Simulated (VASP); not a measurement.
Runs of VASP 6.6.1 on Ge5P. The structure is that of space group P-62m (No. 189), or close to it. The cells are those of the table. 

| task | cell | k mesh | cutoff (eV) | gap on the mesh (eV) | pressure (GPa) | relaxed volume (Å³/atom) | largest force (eV/Å) |
| --- | --- | --- | --- | --- | --- | --- | --- |
| single point | a = 5.189, b = 5.189, c = 4.781 Å, angles 90.0, 90.0, 120.0°, 6 atoms | 6 × 6 × 4 | 520 | none | -0.1 | - | 0.04 |
| single point | a = 5.067, b = 5.067, c = 4.998 Å, angles 90.0, 90.0, 120.0°, 6 atoms | 3 × 3 × 4 | 520 | none | -0.1 | - | 0.02 |
| single point | a = 5.134, b = 5.134, c = 4.888 Å, angles 90.0, 90.0, 120.0°, 6 atoms | 12 × 12 × 8 | 520 | none | (a) | - | - |
| relaxation of cell and atoms | relaxed from a = 5.067, b = 5.067, c = 4.998 Å, angles 90.0, 90.0, 120.0°, 6 atoms | 6 × 6 × 4 | 600 | none | 0.2 | 18.53 | 0.03 |
| relaxation of cell and atoms | relaxed from a = 5.759, b = 5.759, c = 5.407 Å, angles 90.0, 90.0, 120.0°, 6 atoms | 3 × 3 × 4 | 600 | none | -0.1 | (b) | - |
| single point | a = 5.759, b = 5.759, c = 5.407 Å, angles 90.0, 90.0, 120.0°, 6 atoms | 3 × 3 × 4 | 520 | none | -11.0 | - | 0.02 |

Alike in all rows: level PBE; potentials or basis VASP PAW PBE potentials, release 64 (Ge_d, P); no spin polarisation; smearing gaussian 0.1 eV.

Problem. Estimate the missing entries.

Solution. (a) 0.1; (b) 18.52.

Caveats: some runs use coarse meshes; the volume moved by over 15 % at a fixed basis, so the end points are rough (some runs).

A k mesh can miss the band edges, and the runs leave out spin-orbit coupling on Ge.

A gap of «none» marks levels without a gap at the run's occupations.
